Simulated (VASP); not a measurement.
# C (Fd-3m) in VASP: further runs

C is run at these levels: LDA, PBE, PBEsol; tasks: single point.

Program: VASP 6.6.1. These are calculated values, not measurements. Logs are shortened: lines on timing, memory, paths and dates and some standing lists are left out, and cuts for length are marked.

## 1. The cell of the first run

Symmetry: Fd-3m, No. 227, cubic system. Conventional cell: a = 3.450 Å, b = 3.450 Å, c = 3.450 Å, α = 90.00°, β = 90.00°, γ = 90.00°. C (site symmetry -43m) has 4 C at 1.49 Å within 2.0 Å.

## 2. Single point, LDA (functional LDA, strained)

Contents of INCAR:

```
ALGO = Normal
EDIFF = 1E-6
ENCUT = 520
ISIF = 2
ISMEAR = 0
LASPH = True
LCHARG = False
LREAL = False
LWAVE = False
NBANDS = 11
NELM = 60
PREC = Accurate
SIGMA = 0.02
```

Contents of KPOINTS:

```
k-points
0
Gamma
  12 12 12
```

Contents of POSCAR:

```
C
1.0
    0.0000000000      1.7247618080      1.7247618080
    1.7247618080      0.0000000000      1.7247618080
    1.7247618080      1.7247618080      0.0000000000
C
2
Direct
    0.5000000000      0.5000000000      0.5000000000
    0.7500000000      0.7500000000      0.7500000000
```

Potentials or basis: VASP PAW LDA potentials, release 64 (C).

Started as:

```console
cat potpaw_LDA.64/C/POTCAR > POTCAR
mpirun -np 1 vasp_std > vasp.out
```

OUTCAR:

```text
EDIFF = 1E-6
   ENCUT = 520
   ISIF = 2
   ISMEAR = 0
   LASPH = True
   LREAL = False
   NELM = 60
   PREC = Accurate

 ion  position               nearest neighbor table
   1  0.500  0.500  0.500-   2 1.49   2 1.49   2 1.49   2 1.49
   2  0.750  0.750  0.750-   1 1.49   1 1.49   1 1.49   1 1.49

  LATTYP: Found a face centered cubic cell.
 ALAT       =     3.4495236160

  Lattice vectors:

 A1 = (   0.0000000000,   1.7247618080,   1.7247618080)
 A2 = (   1.7247618080,   0.0000000000,   1.7247618080)
 A3 = (   1.7247618080,   1.7247618080,   0.0000000000)

Analysis of symmetry for initial positions (statically):
=====================================================================
 Subroutine PRICEL returns:
 Original cell was already a primitive cell.

 Routine SETGRP: Setting up the symmetry group for a
 face centered cubic supercell.

 Subroutine GETGRP returns: Found 48 space group operations
 (whereof 24 operations were pure point group operations)
 out of a pool of 48 trial point group operations.

The static configuration has the point symmetry T_d .
 The point group associated with its full space group is O_h .

Analysis of symmetry for dynamics (positions and initial velocities):
=====================================================================
 Subroutine PRICEL returns:
 Original cell was already a primitive cell.

 Routine SETGRP: Setting up the symmetry group for a
 face centered cubic supercell.

 Subroutine GETGRP returns: Found 48 space group operations
 (whereof 24 operations were pure point group operations)
 out of a pool of 48 trial point group operations.

The dynamic configuration has the point symmetry T_d .
 The point group associated with its full space group is O_h .

 Subroutine INISYM returns: Found 48 space group operations
 (whereof 24 operations are pure point group operations),
 and found     1 'primitive' translations

----------------------------------------------------------------------------------------

                                     Primitive cell

  volume of cell :      10.2617

  direct lattice vectors                    reciprocal lattice vectors
     0.000000000  1.724761808  1.724761808    -0.289895102  0.289895102  0.289895102
     1.724761808  0.000000000  1.724761808     0.289895102 -0.289895102  0.289895102
     1.724761808  1.724761808  0.000000000     0.289895102  0.289895102 -0.289895102

  length of vectors
     2.439181541  2.439181541  2.439181541     0.502113045  0.502113045  0.502113045

  position of ions in fractional coordinates (direct lattice)
     0.500000000  0.500000000  0.500000000
     0.750000000  0.750000000  0.750000000

  ion indices of the primitive-cell ions
   primitive index   ion index
                 1           1
                 2           2

----------------------------------------------------------------------------------------

 KPOINTS: k-points

Automatic generation of k-mesh.
 Grid dimensions read from file:
 generate k-points for:   12   12   12

 Generating k-lattice:

  Cartesian coordinates                     Fractional coordinates (reciprocal lattice)
    -0.024157925  0.024157925  0.024157925     0.083333333  0.000000000  0.000000000
     0.024157925 -0.024157925  0.024157925     0.000000000  0.083333333  0.000000000
     0.024157925  0.024157925 -0.024157925     0.000000000  0.000000000  0.083333333

  Length of vectors
     0.041842754  0.041842754  0.041842754

  Shift w.r.t. Gamma in fractional coordinates (k-lattice)
     0.000000000  0.000000000  0.000000000

 Subroutine IBZKPT returns following result:
 ===========================================

 Found     72 irreducible k-points:

 Following reciprocal coordinates:
            Coordinates               Weight
  0.000000  0.000000  0.000000      1.000000
  0.083333  0.000000  0.000000      8.000000
  0.166667  0.000000  0.000000      8.000000
  0.250000  0.000000  0.000000      8.000000
  0.333333  0.000000  0.000000      8.000000
  0.416667  0.000000  0.000000      8.000000
[... 16 lines left out ...]
  0.500000  0.166667  0.000000     24.000000
 -0.416667  0.166667  0.000000     24.000000
 [... further k-points ...]
   k-points           NKPTS =     72   k-points in BZ     NKDIM =     72   number of bands    NBANDS=     11
   number of dos      NEDOS =    301   number of ions     NIONS =      2
   total plane-waves  NPLWV =   5832
   dimension x,y,z NGX =    18 NGY =   18 NGZ =   18
   dimension x,y,z NGXF=    36 NGYF=   36 NGZF=   36
   ions per type =               2
   NGX,Y,Z   is equivalent  to a cutoff of  12.27, 12.27, 12.27 a.u.
   NGXF,Y,Z  is equivalent  to a cutoff of  24.54, 24.54, 24.54 a.u.
 SYSTEM =  unknown system
   PREC   = accura    normal or accurate (medium, high low for compatibility)
   ISTART =      0    job   : 0-new  1-cont  2-samecut
   ICHARG =      2    charge: 1-file 2-atom 10-const
   ISPIN  =      1    spin polarized calculation?
   LNONCOLLINEAR =      F non collinear calculations
   LSORBIT =      F    spin-orbit coupling
   LASPH  =      T    aspherical Exc in radial PAW
   ENCUT  =  520.0 eV  38.22 Ry    6.18 a.u.   4.54  4.54  4.54*2*pi/ulx,y,z
   NELM   =     60;   NELMIN=  2; NELMDL= -5     # of ELM steps
   EDIFF  = 0.1E-05   stopping-criterion for ELM
   LREAL  =      F    real-space projection
   EDIFFG = 0.1E-04   stopping-criterion for IOM
   NSW    =      0    number of steps for IOM
   IBRION =     -1    ionic relax: 0-MD 1-quasi-New 2-CG
   NFREE  =      0    steps in history (QN), initial steepest desc. (CG)
   ISIF   =      2    stress and relaxation
   ISYM   =      2    0-nonsym 1-usesym 2-fastsym
   POTIM  = 0.5000    time-step for ionic-motion
   TEBEG  =    0.0;   TEEND  =   0.0 temperature during run
   PSTRESS=    0.0 pullay stress
   NELECT =       8.0000    total number of electrons
   NUPDOWN=      -1.0000    fix difference up-down
   EMIN   =  10.00;   EMAX   =-10.00  energy-range for DOS
   EFERMI =   0.00;   METHOD = LEGACY
   ISMEAR =     0;   SIGMA  =   0.02  broadening in eV -4-tet -1-fermi 0-gaus
   EFERMI_NEDOS =   21; number of points for ismear=-14 and -15
   IALGO  =     38    algorithm
   IMIX   =      4    mixing-type and parameters
     AMIX     =   0.40;   BMIX     =  1.00
     AMIX_MAG =   1.60;   BMIX_MAG =  1.00
  volume/ion in A,a.u.               =       5.13        34.62
  Fermi-wavevector in a.u.,A,eV,Ry     =   1.506719  2.847287 30.887990  2.270203
  Thomas-Fermi vector in A             =   2.617400
   LORBIT       =      0    0 simple, 1 ext, 2 COOP (PROOUT), +10 PAW based schemes
   GGA     = CA    functional components
   LHFCALC =     F    Hartree Fock is set to
   AEXX    =    0.0000 exact exchange contribution
   IVDW    =     0    specifies the selected vdW correction
   LEPSILON=     F    determine dielectric tensor
   LRPA    =     F    only Hartree local field effects (RPA)
 non-spin polarized calculation
 Gauss-broadening in eV      SIGMA  =   0.02
  energy-cutoff  :      520.00
  volume of cell :       10.26
 maximum number of plane-waves:       291
   NGX =  9   NGY =  9   NGZ =  9

 number of electron       7.9999998 magnetization

 Free energy of the ion-electron system (eV)
  ---------------------------------------------------
  ext. energy  EPLUGINS =         0.00000000
  ---------------------------------------------------
  free energy    TOTEN  =       -20.15172488 eV

  energy without entropy =      -20.15172488  energy(sigma->0) =      -20.15172488

 E-fermi :  11.4449     XC(G=0): -13.9908

 val. band max:       11.2464762067   @ k =   0.0000   0.0000   0.0000
 cond. band min:      15.6254071787   @ k =   0.3333   0.3333   0.0000
 fundamental gap:      4.3789309719
 Fermi energy:        11.4448810476

 k-point     1 :       0.0000    0.0000    0.0000
  band No.  band energies     occupation
      1     -11.4549      2.00000
      2      11.2465      2.00000
      3      11.2465      2.00000
      4      11.2465      2.00000
      5      17.0728      0.00000
      6      17.0728      0.00000
      7      17.0728      0.00000
      8      27.1643      0.00000
      9      31.6213      0.00000
     10      39.0281      0.00000
     11      39.0281      0.00000

 k-point     2 :       0.0833    0.0000    0.0000
  band No.  band energies     occupation
      1     -11.2494      2.00000
      2       9.9294      2.00000
      3      10.8871      2.00000
      4      10.8871      2.00000
      5      17.5426      0.00000
      6      17.5426      0.00000
      7      17.9158      0.00000
      8      27.2076      0.00000
      9      31.9385      0.00000
     10      36.5645      0.00000
     11      36.5645      0.00000

 k-point     3 :       0.1667    0.0000    0.0000
  band No.  band energies     occupation
      1     -10.6355      2.00000
      2       7.2347      2.00000
      3      10.1158      2.00000
      4      10.1158      2.00000
      5      18.5480      0.00000
      6      18.5480      0.00000
      7      19.2862      0.00000
      8      27.3245      0.00000
      9      32.6021      0.00000
     10      34.8358      0.00000
     11      34.8358      0.00000

 k-point     4 :       0.2500    0.0000    0.0000
  band No.  band energies     occupation
      1      -9.6196      2.00000
      2       4.2198      2.00000
      3       9.3289      2.00000
      4       9.3289      2.00000
      5      19.4547      0.00000
      6      19.4547      0.00000
      7      20.3812      0.00000
      8      27.4675      0.00000
      9      33.0866      0.00000
     10      34.4185      0.00000
     11      34.4185      0.00000
[... 239 lines left out ...]
 k-point    22 :       0.4167    0.1667    0.0000
  band No.  band energies     occupation
      1      -6.9701      2.00000
      2       0.8427      2.00000
      3       6.7190      2.00000
      4       6.7883      2.00000
      5      18.2473      0.00000
      6      22.9194      0.00000
      7      23.5073      0.00000
      8      24.7758      0.00000
      9      33.3176      0.00000
     10      35.4397      0.00000
     11      39.9785      0.00000

 k-point    23 :       0.5000    0.1667    0.0000
  band No.  band energies     occupation
      1      -5.1906      2.00000
      2      -1.6352      2.00000
      3       5.9288      2.00000
      4       6.8913      2.00000
      5      18.6517      0.00000
      6      22.5886      0.00000
      7      23.8592      0.00000
      8      26.4147      0.00000
      9      32.3527      0.00000
     10      36.7941      0.00000
     11      39.1343      0.00000

 k-point    24 :      -0.4167    0.1667    0.0000
  band No.  band energies     occupation
      1      -4.6525      2.00000
      2      -2.2658      2.00000
      3       5.3873      2.00000
      4       7.3118      2.00000
      5      19.1187      0.00000
      6      22.0527      0.00000
      7      23.8726      0.00000
      8      27.7132      0.00000
      9      31.6403      0.00000
     10      36.4744      0.00000
     11      37.5106      0.00000

 [... further k-points ...]
[... 5 lines left out ...]
  --------------------------------------------------------------------------------------
  -------------------------------------------------------------------------------------
  Total        2.5326636      2.5326636      2.5326636     -0.0000000      0.0000000      0.0000000
  in kB      395.4309971    395.4309971    395.4309971     -0.0000000      0.0000000      0.0000000
  external PRESSURE =     395.4309971 kB  Pullay stress =       0.0000000 kB

 VOLUME and BASIS-vectors are now :
 -----------------------------------------------------------------------------
  energy-cutoff  :      520.00
  volume of cell :       10.26
      direct lattice vectors                 reciprocal lattice vectors
     0.000000000  1.724761808  1.724761808    -0.289895102  0.289895102  0.289895102
     1.724761808  0.000000000  1.724761808     0.289895102 -0.289895102  0.289895102
     1.724761808  1.724761808  0.000000000     0.289895102  0.289895102 -0.289895102

 POSITION                                       TOTAL-FORCE (eV/Angst)
 -----------------------------------------------------------------------------------
      1.72476      1.72476      1.72476        -0.000000     -0.000000     -0.000000
      2.58714      2.58714      2.58714         0.000000      0.000000      0.000000
 -----------------------------------------------------------------------------------
    total drift:                                0.000000     -0.000000      0.000000

  FREE ENERGIE OF THE ION-ELECTRON SYSTEM (eV)
  ---------------------------------------------------
  free  energy   TOTEN  =       -20.1517248775 eV

  energy  without entropy=      -20.1517248775  energy(sigma->0) =      -20.15172488
```

It took 2.9 s on 1 thread of Intel Xeon 6975P-C (Granite Rapids), shared host; peak memory 0.11 GiB.

What came out:

```yaml
Free_energy: -20.1517 eV
Pressure: 39.5 GPa
Band_gap_on_the_k_mesh: 4.38 eV, indirect (least direct gap 5.83 eV)
```

Caveat: the cell differs from its parent crystal (functional LDA, strained). A k mesh can miss the band edges.

## 3. Single point, PBE (strained)

Contents of INCAR:

```
SYSTEM = C
PREC = Accurate
ENCUT = 520
EDIFF = 1E-7
ISMEAR = 0
SIGMA = 0.02
LREAL = .False.
LASPH = .True.
NELM = 80
ALGO = Normal
ISIF = 2
LWAVE = .False.
LCHARG = .False.
GGA = PE
NBANDS = 11
```

Contents of KPOINTS:

```
Automatic mesh
0
Gamma
  12 12 12
  0 0 0
```

Contents of POSCAR:

```
C
1.0
    0.0000000000      1.8405401360      1.8405401360
    1.8405401360      0.0000000000      1.8405401360
    1.8405401360      1.8405401360      0.0000000000
C
2
Direct
    0.5000000000      0.5000000000      0.5000000000
    0.7500000000      0.7500000000      0.7500000000
```

Potentials or basis: VASP PAW PBE potentials, release 64 (C).

Started as:

```console
cat potpaw_PBE.64/C/POTCAR > POTCAR
mpirun -np 1 vasp_std > vasp.out
```

Run time: 3.9 s. Hardware: 1 thread of Intel Xeon 6975P-C (Granite Rapids), shared host; peak memory 0.12 GiB.

Results (log left out):

| Quantity | Value |
| --- | --- |
| Free energy | -18.0707 eV |
| Pressure | -32.8 GPa |
| Band gap on the k mesh | 3.94 eV, indirect (least direct gap 5.33 eV) |

Levels at points of the mesh, in eV from the valence-band top:
| k point | band 2 | band 3 | band 4 | band 5 | band 6 | band 7 |
| --- | --- | --- | --- | --- | --- | --- |
| (0.00, 0.00, 0.00) | 0.00 | 0.00 | 0.00 | 5.33 | 5.33 | 5.33 |
| (0.50, 0.00, 0.00) | -12.37 | -2.56 | -2.56 | 7.60 | 8.06 | 8.06 |
| (0.50, 0.50, 0.00) | -12.12 | -5.75 | -5.75 | 4.56 | 4.56 | 15.41 |

Caveat: the cell differs from its parent crystal (strained). A k mesh can miss the band edges.

## 4. Single point, PBE

This run uses another cell than the first one, of 5.69 Å³/atom, 1.110 times its volume.

Contents of INCAR:

```
PREC = Accurate
ENCUT = 520
EDIFF = 1E-6
ISMEAR = 0
SIGMA = 0.02
LREAL = F
LASPH = T
NELM = 80
ALGO = Normal
ISIF = 2
LWAVE = F
LCHARG = F
GGA = PE
NBANDS = 11
```

Contents of KPOINTS:

```
Automatic mesh
0
Gamma
  12 12 12
```

Contents of POSCAR:

```
C
1.0
    0.0000000000      1.7857375320      1.7857375320
    1.7857375320      0.0000000000      1.7857375320
    1.7857375320      1.7857375320      0.0000000000
C
2
Direct
    0.5000000000      0.5000000000      0.5000000000
    0.7500000000      0.7500000000      0.7500000000
```

Started as:

```console
cat potpaw_PBE.64/C/POTCAR > POTCAR
mpirun -np 1 vasp_std > vasp.out
```

Run time: 12 s. Hardware: 1 thread of Intel Xeon 6975P-C, shared host; peak memory 0.12 GiB.

Results (log left out):

```
Free energy            : -18.1858 eV
Pressure               : 0.7 GPa
Band gap on the k mesh : 4.14 eV, indirect (least direct gap 5.58 eV)
```

Levels at points of the mesh, in eV from the valence-band top:
| k point | band 1 | band 2 | band 3 | band 4 | band 5 | band 6 | band 7 | band 8 |
| --- | --- | --- | --- | --- | --- | --- | --- | --- |
| (0.00, 0.00, 0.00) | -21.42 | 0.00 | 0.00 | 0.00 | 5.58 | 5.58 | 5.58 | 13.24 |
| (0.50, 0.00, 0.00) | -15.67 | -13.33 | -2.79 | -2.79 | 8.44 | 8.44 | 8.79 | 15.66 |
| (0.50, 0.50, 0.00) | -12.74 | -12.74 | -6.27 | -6.27 | 4.75 | 4.75 | 16.75 | 16.75 |

A k mesh can miss the band edges. Expect the measured gap to be larger: semilocal functionals such as PBE lack the derivative discontinuity.

## 5. Single point, PBEsol (functional PBEsol, strained)

Contents of INCAR:

```
SYSTEM = C
PREC     = Accurate       ! precision mode
ENCUT    = 910            ! plane-wave cutoff, eV
EDIFF    = 1E-6           ! SCF threshold, eV
ISMEAR   = 0              ! smearing method
SIGMA    = 0.02           ! smearing width, eV
LREAL    = .False.        ! projectors in reciprocal space
LASPH    = .True.         ! aspherical terms in the spheres
NELM     = 120            ! most SCF steps
ALGO     = Normal         ! electronic algorithm
ISIF     = 2              ! what is computed and relaxed
LWAVE    = .False.        ! write WAVECAR
LCHARG   = .False.        ! write CHGCAR
GGA      = PS             ! functional
NBANDS   = 11             ! bands
GGA_COMPAT= .False.
```

Contents of KPOINTS:

```
regular mesh
0
Gamma
  12 12 12
  0 0 0
```

Contents of POSCAR:

```
C
1.0
    0.0000000000      1.7628552320      1.7628552320
    1.7628552320      0.0000000000      1.7628552320
    1.7628552320      1.7628552320      0.0000000000
C
2
Direct
    0.5000000000      0.5000000000      0.5000000000
    0.7500000000      0.7500000000      0.7500000000
```

Potentials or basis: VASP PAW PBE potentials, release 64 (C_h).

Started as:

```console
cat potpaw_PBE.64/C_h/POTCAR > POTCAR
mpirun -np 1 vasp_std > vasp.out
```

It took 17 s on 1 thread of AMD EPYC 7R13 (Zen 3), shared host; peak memory 0.12 GiB.

Results (log left out):

```yaml
Free_energy: -19.2665 eV
Pressure: 11.2 GPa
Band_gap_on_the_k_mesh: 4.12 eV, indirect (least direct gap 5.64 eV)
```

Levels at points of the mesh, in eV from the valence-band top:
```tsv
k point	band 1	band 2	band 3	band 4	band 5	band 6	band 7	band 8	band 9
(0.00, 0.00, 0.00)	-21.99	0.00	0.00	0.00	5.64	5.64	5.64	14.18	19.42
(0.50, 0.00, 0.00)	-15.96	-13.85	-2.90	-2.90	8.53	8.53	9.32	15.80	22.15
(0.50, 0.50, 0.00)	-13.02	-13.02	-6.55	-6.55	4.68	4.68	17.32	17.32	23.73
```

Caveat: the cell differs from its parent crystal (functional PBEsol, strained); the cutoff is under 1.25 times the usual one of these potentials, so pressure, stress and relaxed cells hold a basis-set (Pulay) error; the PAW data sets were made with another functional, which shifts forces and pressure a little. A k mesh can miss the band edges.

## 6. The runs side by side

| level | potentials or basis | cell | cutoff (eV) | second run | gap on the mesh (eV) | pressure (GPa) |
| --- | --- | --- | --- | --- | --- | --- |
| LDA | VASP PAW LDA potentials, release 64 (C) | a = 2.439 Å, angles 60.0°, 2 atoms | 520 | - | 4.38 | 39.5 |
| PBE | VASP PAW PBE potentials, release 64 (C) | a = 2.603 Å, angles 60.0°, 2 atoms | 520 | - | 3.94 | -32.8 |
| PBE | VASP PAW PBE potentials, release 64 (C) | a = 2.525 Å, angles 60.0°, 2 atoms | 520 | - | 4.14 | 0.7 |
| PBEsol | VASP PAW PBE potentials, release 64 (C_h) | a = 2.493 Å, angles 60.0°, 2 atoms | 910 | hard_potentials | 4.12 | 11.2 |

Alike in all rows: task single point; no spin polarisation; k mesh 12 × 12 × 12; smearing gaussian 0.02 eV.

Caveats: the cutoff is under 1.25 times the usual one of these potentials, so pressure, stress and relaxed cells hold a basis-set (Pulay) error (some runs); the PAW data sets were made with another functional, which shifts forces and pressure a little (some runs).

Total energies depend on the potentials used, so only differences within one code and one set of settings carry meaning.
